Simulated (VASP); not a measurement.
# Al (I4mm) in VASP: single point with r2SCAN

Aim: the single point of Al with r2SCAN.

Program: VASP 6.6.1. These are calculated values, not measurements. Logs are shortened: lines on timing, memory, paths and dates and some standing lists are left out, and cuts for length are marked.

**1. The cell of the first run**

The structure is tetragonal, space group I4mm (No. 107). The conventional cell has a = 6.377 Å, b = 6.377 Å, c = 6.377 Å, α = 90.00°, β = 90.00°, γ = 90.00°. Within 3.4 Å of Al (site symmetry 4mm) lie 13 Al at 2.57 to 3.21 Å. Within 3.4 Å of Al (site symmetry m) lie 14 Al at 2.57 to 3.19 Å. Within 3.6 Å of Al (site symmetry 2mm) lie 14 Al at 2.76 to 3.21 Å. Within 3.6 Å of Al (site symmetry 4mm) lie 14 Al at 2.76 to 3.55 Å.

**2. Single point, r2SCAN (atom 1 (Al) moved +0.360 Å along Cartesian [1 0 0])**

Contents of POSCAR:

```
Al
1.0
    3.1887371512      3.1887371512     -3.1887371512
   -3.1887371512     -3.1887371512     -3.1887371512
   -3.1887371512      3.1887371512      3.1887371512
Al
8
Direct
    0.0000000000      0.4435513210     -0.0564486790
    0.5000000000      0.5000000000      0.0000000000
    0.0000000000      0.5000000000      0.5000000000
    0.5000000000      0.5000000000      0.5000000000
    0.0000000000      0.0000000000      0.0000000000
    0.5000000000      0.0000000000      0.0000000000
    0.0000000000      0.0000000000      0.5000000000
    0.5000000000      0.0000000000      0.5000000000
```

Contents of INCAR.step1:

```
PREC = Accurate
ENCUT = 520
ISMEAR = 0
SIGMA = 0.15
LREAL = F
LASPH = T
NELM = 80
NBANDS = 22
GGA = PE
ALGO = Normal
EDIFF = 1E-4
LWAVE = T
LCHARG = F
```

Contents of INCAR.step2:

```
PREC = Accurate
ENCUT = 520
EDIFF = 1E-6
ISMEAR = 0
SIGMA = 0.15
LREAL = F
LASPH = T
NELM = 80
ALGO = Normal
ISIF = 2
LWAVE = F
LCHARG = T
METAGGA = R2SCAN
LMIXTAU = T
LELF = T
LVHAR = T
NBANDS = 22
ISTART = 1
```

Contents of KPOINTS:

```
regular mesh
0
Gamma
  14 14 14
```

Potentials or basis: VASP PAW PBE potentials, release 64 (Al).

Command:

```console
$ cat potpaw_PBE.64/Al/POTCAR > POTCAR
$ cp INCAR.step1 INCAR
$ mpirun -np 1 vasp_std > vasp.out
$ cp INCAR.step2 INCAR
$ mpirun -np 1 vasp_std > vasp.out
```

OUTCAR:

```text
PREC = Accurate
   ENCUT = 520
   EDIFF = 1E-6
   ISMEAR = 0
   LREAL = F
   LASPH = T
   NELM = 80
   ISIF = 2
   METAGGA = R2SCAN
   ISTART = 1

 ion  position               nearest neighbor table
   1  0.000  0.444  0.944-   2 2.57   3 2.57   5 2.57   8 2.57   7 2.83   3 2.98   8 2.98   2 2.98
                             5 2.98   6 3.21   4 3.21   6 3.21   4 3.21
   2  0.500  0.500  0.000-   1 2.57   6 2.76   7 2.76   4 2.76   6 2.76   4 2.76   7 2.76   1 2.98
                             5 3.19   8 3.19   8 3.19   3 3.19   5 3.19   3 3.19
   3  0.000  0.500  0.500-   1 2.57   4 2.76   6 2.76   7 2.76   7 2.76   4 2.76   6 2.76   1 2.98
                             5 3.19   5 3.19   8 3.19   2 3.19   8 3.19   2 3.19
   4  0.500  0.500  0.500-   2 2.76   3 2.76   5 2.76   8 2.76   2 2.76   8 2.76   3 2.76   5 2.76
                             6 3.19   7 3.19   7 3.19   6 3.19   1 3.21   1 3.21
   5  0.000  0.000  0.000-   1 2.57   4 2.76   6 2.76   7 2.76   7 2.76   6 2.76   4 2.76   1 2.98
                             2 3.19   3 3.19   8 3.19   8 3.19   2 3.19   3 3.19
   6  0.500  0.000  0.000-   2 2.76   3 2.76   5 2.76   8 2.76   8 2.76   2 2.76   5 2.76   3 2.76
                             4 3.19   7 3.19   7 3.19   4 3.19   1 3.21   1 3.21
   7  0.000  0.000  0.500-   2 2.76   3 2.76   5 2.76   8 2.76   5 2.76   3 2.76   8 2.76   2 2.76
                             1 2.83   6 3.19   6 3.19   4 3.19   4 3.19
   8  0.500  0.000  0.500-   1 2.57   4 2.76   6 2.76   7 2.76   6 2.76   4 2.76   7 2.76   1 2.98
                             3 3.19   2 3.19   2 3.19   5 3.19   3 3.19   5 3.19

  LATTYP: Found a body centered cubic cell.
 ALAT       =     6.3774743024

  Lattice vectors:

 A1 = (   3.1887371512,   3.1887371512,  -3.1887371512)
 A2 = (  -3.1887371512,  -3.1887371512,  -3.1887371512)
 A3 = (  -3.1887371512,   3.1887371512,   3.1887371512)

Analysis of symmetry for initial positions (statically):
=====================================================================
 Subroutine PRICEL returns:
 Original cell was already a primitive cell.

 Routine SETGRP: Setting up the symmetry group for a
 body centered cubic supercell.

 Subroutine GETGRP returns: Found  8 space group operations
 (whereof  2 operations were pure point group operations)
 out of a pool of 48 trial point group operations.

The static configuration has the point symmetry C_1h.
 The point group associated with its full space group is C_4v.

Analysis of symmetry for dynamics (positions and initial velocities):
=====================================================================
 Subroutine PRICEL returns:
 Original cell was already a primitive cell.

 Routine SETGRP: Setting up the symmetry group for a
 body centered cubic supercell.

 Subroutine GETGRP returns: Found  8 space group operations
[... 123 lines left out ...]
   ISYM   =      2    0-nonsym 1-usesym 2-fastsym
   POTIM  = 0.5000    time-step for ionic-motion
   TEBEG  =    0.0;   TEEND  =   0.0 temperature during run
   PSTRESS=    0.0 pullay stress
   NELECT =      24.0000    total number of electrons
   NUPDOWN=      -1.0000    fix difference up-down
   EMIN   =  10.00;   EMAX   =-10.00  energy-range for DOS
   EFERMI =   0.00;   METHOD = LEGACY
   ISMEAR =     0;   SIGMA  =   0.15  broadening in eV -4-tet -1-fermi 0-gaus
   EFERMI_NEDOS =   21; number of points for ismear=-14 and -15
   IALGO  =     38    algorithm
   IMIX   =      4    mixing-type and parameters
     AMIX     =   0.40;   BMIX     =  1.00
     AMIX_MAG =   1.60;   BMIX_MAG =  1.00
  volume/ion in A,a.u.               =      16.21       109.40
  Fermi-wavevector in a.u.,A,eV,Ry     =   0.932910  1.762945 11.841443  0.870322
  Thomas-Fermi vector in A             =   2.059557
   LORBIT       =      0    0 simple, 1 ext, 2 COOP (PROOUT), +10 PAW based schemes
   METAGGA = R2SCAN    functional components
   LHFCALC =     F    Hartree Fock is set to
   AEXX    =    0.0000 exact exchange contribution
   IVDW    =     0    specifies the selected vdW correction
   LEPSILON=     F    determine dielectric tensor
   LRPA    =     F    only Hartree local field effects (RPA)
 non-spin polarized calculation
 Gauss-broadening in eV      SIGMA  =   0.15
  energy-cutoff  :      520.00
  volume of cell :      129.69
 maximum number of plane-waves:      3512
 NGX is ok and might be reduce to    42
   NGX = 21   NGY = 21   NGZ = 21

 number of electron      24.0000000 magnetization

 Free energy of the ion-electron system (eV)
  ---------------------------------------------------
  ext. energy  EPLUGINS =         0.00000000
  ---------------------------------------------------
  free energy    TOTEN  =       -52.68870815 eV

  energy without entropy =      -52.65332513  energy(sigma->0) =      -52.67101664

 E-fermi :   8.1976     XC(G=0): -10.9811

 val. band max:        8.1951856410   @ k =   0.1429  -0.4286   0.5000
 cond. band min:       8.1990497131   @ k =  -0.3571   0.3571   0.2143
 fundamental gap:      0.0038640721
 Fermi energy:         8.1975629035

 k-point     1 :       0.0000    0.0000    0.0000
  band No.  band energies     occupation
      1      -3.8037      2.00000
      2       3.0689      2.00000
      3       3.2804      2.00000
      4       3.2804      2.00000
      5       3.4005      2.00000
      6       3.4425      2.00000
[... 589 lines left out ...]
     21      13.1033      0.00000
     22      13.3563      0.00000

 [... further k-points ...]
[... 5 lines left out ...]
  --------------------------------------------------------------------------------------
  -------------------------------------------------------------------------------------
  Total        0.2303293      1.0140596      1.0140596      0.0000000      0.0000000      0.0000000
  in kB        2.8454014     12.5273122     12.5273122      0.0000000      0.0000000      0.0000000
  external PRESSURE =       9.3000086 kB  Pullay stress =       0.0000000 kB

 VOLUME and BASIS-vectors are now :
 -----------------------------------------------------------------------------
  energy-cutoff  :      520.00
  volume of cell :      129.69
      direct lattice vectors                 reciprocal lattice vectors
     3.188737151  3.188737151 -3.188737151     0.000000000  0.156801886 -0.156801886
    -3.188737151 -3.188737151 -3.188737151    -0.156801886  0.000000000 -0.156801886
    -3.188737151  3.188737151  3.188737151    -0.156801886  0.156801886  0.000000000

 POSITION                                       TOTAL-FORCE (eV/Angst)
 -----------------------------------------------------------------------------------
     -4.42311      1.59437      1.59437        -1.836169      0.000000     -0.000000
      0.00000      0.00000     -3.18874         0.395517      0.581069     -0.581069
     -3.18874      0.00000      0.00000         0.395517     -0.581069     -0.581069
     -1.59437      1.59437     -1.59437         0.062425      0.000000     -0.000000
      0.00000      0.00000      0.00000         0.395517      0.581069      0.581069
      1.59437      1.59437     -1.59437         0.062425      0.000000     -0.000000
     -1.59437      1.59437      1.59437         0.129253      0.000000     -0.000000
      0.00000      3.18874      0.00000         0.395517     -0.581069      0.581069
 -----------------------------------------------------------------------------------
    total drift:                                0.000354      0.000001     -0.000001

  FREE ENERGIE OF THE ION-ELECTRON SYSTEM (eV)
  ---------------------------------------------------
  free  energy   TOTEN  =       -52.6887081504 eV

  energy  without entropy=      -52.6533251257  energy(sigma->0) =      -52.67101664
```

OUTCAR.step1:

```text
PREC = Accurate
   ENCUT = 520
   ISMEAR = 0
   LREAL = F
[... 855 lines left out ...]
      0.00000      0.00000      0.00000         0.366341      0.567589      0.567589
      1.59437      1.59437     -1.59437         0.040012     -0.000000      0.000000
     -1.59437      1.59437      1.59437         0.184299     -0.000000      0.000000
      0.00000      3.18874      0.00000         0.366341     -0.567589      0.567589
 -----------------------------------------------------------------------------------
    total drift:                                0.000146     -0.000000      0.000000

  FREE ENERGIE OF THE ION-ELECTRON SYSTEM (eV)
  ---------------------------------------------------
  free  energy   TOTEN  =       -28.8595514064 eV

  energy  without entropy=      -28.8214326042  energy(sigma->0) =      -28.84049201
```

Wall time 55 min (1 thread of Oxide Virtual Turin-like, shared host); peak memory 0.57 GiB.

What came out:

* Free energy: -52.6887 eV
* Pressure: 0.9 GPa
* Largest force: 1.836 eV/Å
* Band gap on the k mesh: zero (bands 12 and 13 overlap by 5.28 eV)

Forces on the atoms (eV/Å):
```
Al  -1.836  0.000  0.000
Al   0.396  0.581 -0.581
Al   0.396 -0.581 -0.581
Al   0.062  0.000  0.000
Al   0.396  0.581  0.581
Al   0.062  0.000  0.000
Al   0.129  0.000  0.000
Al   0.396 -0.581  0.581
```

Caveat: the cell differs from its parent crystal (atom 1 (Al) moved +0.360 Å along Cartesian [1 0 0]); the PAW data sets were made with another functional, which shifts forces and pressure a little.
